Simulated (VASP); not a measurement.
Write the native input for VASP 6.6.1 that does the following.

```
Task                   : single point
Functional             : PBEsol
Potentials or basis    : VASP PAW PBE potentials, release 64 (Pb_d, F)
Cutoff                 : 520 eV
k mesh                 : 8 × 8 × 8
Occupations            : gaussian, width 0.01 eV
Spin                   : no spin polarisation
Dipole correction      : no
Further INCAR settings : ALGO = Normal; EDIFF = 1e-06; NBANDS = 21
```

The structure of PbF2 lies in POSCAR:

```
PbF2
1.0
    2.8504586002      2.8504586002      0.0000000000
   -2.8504586002      2.8504586002      0.0000000000
    0.0000000000      2.8504586002      2.8504586002
Pb F
1 2
Direct
    0.0000000000      0.0000000000      0.0000000000
    0.2500000000      0.7500000000      0.5000000000
    0.7500000000      0.2500000000      0.5000000000
```

These files were run (other wordings do the same):

INCAR

```
PREC = Accurate
ENCUT = 520
EDIFF = 1E-6
ISMEAR = 0
SIGMA = 0.01
LREAL = False
LASPH = True
NELM = 60
ALGO = Normal
ISIF = 2
LWAVE = False
LCHARG = False
GGA = PS
NBANDS = 21
```

KPOINTS

```
Automatic mesh
0
Gamma
  8 8 8
```

Potentials or basis: VASP PAW PBE potentials, release 64 (Pb_d, F).

The run is started by

```sh
$ cat potpaw_PBE.64/Pb_d/POTCAR potpaw_PBE.64/F/POTCAR > POTCAR
$ mpirun -np 1 vasp_std > vasp.out
```

It gave:

The pressure is 9.8 GPa and the band gap on the k mesh is 4.24 eV (least direct gap 4.41 eV).

Caveat: the cell stands under pressure; the PAW data sets were made with another functional, which shifts forces and pressure a little; spin-orbit coupling is left out, which moves the levels of the heavy elements.

It took 45 s on 1 thread of Intel Xeon 8259CL, on a shared host, peak memory 0.18 GiB.
